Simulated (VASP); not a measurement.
# Si (I4_1/amd) in VASP: single point with HSE06

Aim: the single point of Si with HSE06.

All numbers are computed with VASP 6.6.1; they aren't measurements. Logs are shortened: lines on timing, memory, paths and dates and some standing lists are left out, and cuts for length are marked.

### 1 The cell of the first run

Symmetry: I4_1/amd, No. 141, tetragonal system. The conventional cell has a = 3.927 Å, b = 3.927 Å, c = 5.364 Å, α = 90.00°, β = 90.00°, γ = 90.00°. Within 3.1 Å of Si (site symmetry -4m2) lie 4 Si at 2.38 Å.

### 2 Single point, HSE06 (epitaxial xy strain +2.0%)

Contents of POSCAR:

```
Si
1.0
    0.0000000000      2.7765612735      2.6821061821
    2.7765612735      0.0000000000      2.6821061821
    2.7765612735      2.7765612735      0.0000000000
Si
2
Direct
    0.0000000000      0.0000000000      0.0000000000
    0.2500000000      0.2500000000      0.2500000000
```

Contents of INCAR.step1:

```
SYSTEM = Si
PREC = Accurate
ENCUT = 520
EDIFF = 1E-5
ISMEAR = 0
SIGMA = 0.01
LREAL = .FALSE.
LASPH = .TRUE.
NELM = 100
ALGO = Normal
ISIF = 2
LWAVE = .TRUE.
LCHARG = .FALSE.
GGA = PE
NBANDS = 11
```

Contents of INCAR.step2:

```
SYSTEM = Si
PREC = Accurate
ENCUT = 520
EDIFF = 1E-6
ISMEAR = 0
SIGMA = 0.01
LREAL = .FALSE.
LASPH = .TRUE.
NELM = 100
ALGO = Normal
ISIF = 2
LWAVE = .FALSE.
LCHARG = .FALSE.
GGA = PE
LHFCALC = .TRUE.
HFSCREEN = 0.2079
PRECFOCK = Normal
ISTART = 1
NBANDS = 11
```

Contents of KPOINTS:

```
regular mesh
0
G
  6 6 6
  0 0 0
```

Potentials or basis: VASP PAW PBE potentials, release 64 (Si).

Launch:

```sh
cat potpaw_PBE.64/Si/POTCAR > POTCAR
cp INCAR.step1 INCAR
mpirun -np 1 vasp_std > vasp.out
cp INCAR.step2 INCAR
mpirun -np 1 vasp_std > vasp.out
```

OUTCAR:

```text
SYSTEM = Si
   PREC = Accurate
   ENCUT = 520
   EDIFF = 1E-6
   ISMEAR = 0
   LREAL = .FALSE.
   LASPH = .TRUE.
   NELM = 100
   ISIF = 2
   GGA = PE
   LHFCALC = .TRUE.
   HFSCREEN = 0.2079
   PRECFOCK = Normal
   ISTART = 1

 ion  position               nearest neighbor table
   1  0.000  0.000  0.000-   2 2.38   2 2.38   2 2.38   2 2.38
   2  0.250  0.250  0.250-   1 2.38   1 2.38   1 2.38   1 2.38

  LATTYP: Found a body centered tetragonal cell.
 ALAT       =     3.9266506097
 C/A-ratio  =     1.3661038114

  Lattice vectors:

 A1 = (   0.0000000000,  -2.7765612735,  -2.6821061821)
 A2 = (   0.0000000000,   2.7765612735,  -2.6821061821)
 A3 = (   2.7765612735,   0.0000000000,   2.6821061821)

Analysis of symmetry for initial positions (statically):
=====================================================================
 Subroutine PRICEL returns:
 Original cell was already a primitive cell.

 Routine SETGRP: Setting up the symmetry group for a
 body centered tetragonal supercell.

 Subroutine GETGRP returns: Found 16 space group operations
 (whereof  8 operations were pure point group operations)
 out of a pool of 16 trial point group operations.

The static configuration has the point symmetry D_2d.
 The point group associated with its full space group is D_4h.

Analysis of symmetry for dynamics (positions and initial velocities):
=====================================================================
 Subroutine PRICEL returns:
 Original cell was already a primitive cell.

 Routine SETGRP: Setting up the symmetry group for a
 body centered tetragonal supercell.

 Subroutine GETGRP returns: Found 16 space group operations
 (whereof  8 operations were pure point group operations)
 out of a pool of 16 trial point group operations.

The dynamic configuration has the point symmetry D_2d.
 The point group associated with its full space group is D_4h.

 Subroutine INISYM returns: Found 16 space group operations
 (whereof  8 operations are pure point group operations),
 and found     1 'primitive' translations

----------------------------------------------------------------------------------------

                                     Primitive cell

  volume of cell :      41.3543

  direct lattice vectors                    reciprocal lattice vectors
     0.000000000  2.776561274  2.682106182    -0.180078864  0.180078864  0.186420658
[... 103 lines left out ...]
   IALGO  =     38    algorithm
   IMIX   =      1    mixing-type and parameters
     AMIX     =   0.40;   BMIX     =  1.00
     AMIX_MAG =   1.60;   BMIX_MAG =  1.00
  volume/ion in A,a.u.               =      20.68       139.54
  Fermi-wavevector in a.u.,A,eV,Ry     =   0.946814  1.789219 12.197034  0.896457
  Thomas-Fermi vector in A             =   2.074848
   LORBIT       =      0    0 simple, 1 ext, 2 COOP (PROOUT), +10 PAW based schemes
   GGA     = PE    functional components
   LHFCALC =     T    Hartree Fock is set to
   PRECFOCK=normal    Normal, Fast or Accurate (Low or Medium for compatibility)
   ENCUT4O =  -1.0   cutoff for four orbital integrals eV
   NKREDX  =     1    reduce k-point grid by
   NKREDY  =     1    reduce k-point grid by
   NKREDZ  =     1    reduce k-point grid by
   AEXX    =    0.2500 exact exchange contribution
   HFSCREEN=    0.2079 screening length (either q_TF or 0.3 A-1)
   HFSCREENC=   0.2079 screening length for correlation (either q_TF or 0.3 A-1)
   ENCUTFOCK=  -1.0 apply spherical cutoff to Coloumb kernel
   IVDW    =     0    specifies the selected vdW correction
   LEPSILON=     F    determine dielectric tensor
   LRPA    =     F    only Hartree local field effects (RPA)
 non-spin polarized calculation
 Gauss-broadening in eV      SIGMA  =   0.01
  energy-cutoff  :      520.00
  volume of cell :       41.35
 maximum number of plane-waves:      1134
 NGX is ok and might be reduce to    30
  NGX = 24; NGY = 24; NGZ = 24

 number of electron       8.0000000 magnetization

 Free energy of the ion-electron system (eV)
  ---------------------------------------------------
  ext. energy  EPLUGINS =         0.00000000
  ---------------------------------------------------
  free energy    TOTEN  =       -12.51143053 eV

  energy without entropy =      -12.51143053  energy(sigma->0) =      -12.51143053

 E-fermi :   5.3950     XC(G=0):  -7.7506

 val. band max:        5.3209867335   @ k =   0.0000   0.0000   0.0000
 cond. band min:       6.2981483603   @ k =   0.3333   0.3333   0.0000
 fundamental gap:      0.9771616268
 Fermi energy:         5.3950199237

 k-point     1 :       0.0000    0.0000    0.0000
  band No.  band energies     occupation
      1      -7.8939      2.00000
      2       5.0762      2.00000
      3       5.0762      2.00000
      4       5.3210      2.00000
      5       8.3844      0.00000
      6       8.5137      0.00000
      7       8.5137      0.00000
      8       9.0673      0.00000
      9      13.5930      0.00000
     10      13.8164      0.00000
     11      14.2200      0.00000
[... 309 lines left out ...]
 k-point    24 :       0.5000   -0.0000    0.3333
  band No.  band energies     occupation
      1      -4.6194      2.00000
      2      -2.0841      2.00000
      3       1.3644      2.00000
      4       2.5352      2.00000
      5       6.9716      0.00000
      6       8.7142      0.00000
      7      13.2137      0.00000
      8      13.9511      0.00000
      9      16.4608      0.00000
     10      17.2888      0.00000
     11      18.3936      0.00000

 [... further k-points ...]

------------------------ aborting loop because EDIFF is reached ----------------------------------------

  FORCE on cell =-STRESS in cart. coord.  units (eV):
  Direction    XX          YY          ZZ          XY          YZ          ZX
  --------------------------------------------------------------------------------------
  -------------------------------------------------------------------------------------
  Total       -1.0359232     -1.0359232     -0.1322753      0.0000000      0.0000000      0.0000000
  in kB      -40.1344816    -40.1344816     -5.1247054      0.0000000      0.0000000      0.0000000
  external PRESSURE =     -28.4645562 kB  Pullay stress =       0.0000000 kB

 VOLUME and BASIS-vectors are now :
 -----------------------------------------------------------------------------
  energy-cutoff  :      520.00
  volume of cell :       41.35
      direct lattice vectors                 reciprocal lattice vectors
     0.000000000  2.776561274  2.682106182    -0.180078864  0.180078864  0.186420658
     2.776561274  0.000000000  2.682106182     0.180078864 -0.180078864  0.186420658
     2.776561274  2.776561274  0.000000000     0.180078864  0.180078864 -0.186420658

 POSITION                                       TOTAL-FORCE (eV/Angst)
 -----------------------------------------------------------------------------------
      0.00000      0.00000      0.00000        -0.000000     -0.000000      0.000000
      1.38828      1.38828      1.34105         0.000000      0.000000      0.000000
 -----------------------------------------------------------------------------------
    total drift:                                0.000000      0.000000      0.000000

  FREE ENERGIE OF THE ION-ELECTRON SYSTEM (eV)
  ---------------------------------------------------
  free  energy   TOTEN  =       -12.5114305343 eV

  energy  without entropy=      -12.5114305343  energy(sigma->0) =      -12.51143053
```

OSZICAR.step1:

```text
N       E                     dE             d eps       ncg     rms          rms(c)
DAV:   1     0.635636598509E+01    0.63564E+01   -0.31822E+03   660   0.562E+02
DAV:   2    -0.104443670394E+02   -0.16801E+02   -0.15818E+02   871   0.834E+01
DAV:   3    -0.109769108342E+02   -0.53254E+00   -0.53155E+00   853   0.124E+01
DAV:   4    -0.109808050085E+02   -0.38942E-02   -0.38936E-02   797   0.135E+00
DAV:   5    -0.109808452187E+02   -0.40210E-04   -0.40210E-04   860   0.122E-01    0.469E+00
DAV:   6    -0.108671152030E+02    0.11373E+00   -0.62537E-02   755   0.103E+00    0.285E+00
DAV:   7    -0.108138901510E+02    0.53225E-01   -0.12443E-01   750   0.157E+00    0.161E-01
DAV:   8    -0.108152491166E+02   -0.13590E-02   -0.57263E-03   753   0.405E-01    0.792E-02
DAV:   9    -0.108154770187E+02   -0.22790E-03   -0.22379E-04   833   0.897E-02    0.574E-02
DAV:  10    -0.108155012944E+02   -0.24276E-04   -0.20591E-05   778   0.264E-02    0.476E-03
DAV:  11    -0.108155021651E+02   -0.87070E-06   -0.21078E-06   502   0.765E-03
   1 F= -.10815502E+02 E0= -.10815502E+02  d E =-.519338E-12
```

Run time: 32 min. Hardware: 1 thread of Oxide Virtual Turin-like, shared host; peak memory 0.25 GiB.

What came out:

```yaml
Free_energy: -12.5114 eV
Pressure: -2.8 GPa
Band_gap_on_the_k_mesh: 0.98 eV (least direct gap 3.06 eV)
```

Caveat: the cell differs from its parent crystal (epitaxial xy strain +2.0%); the PAW data sets were made with another functional, which shifts forces and pressure a little.
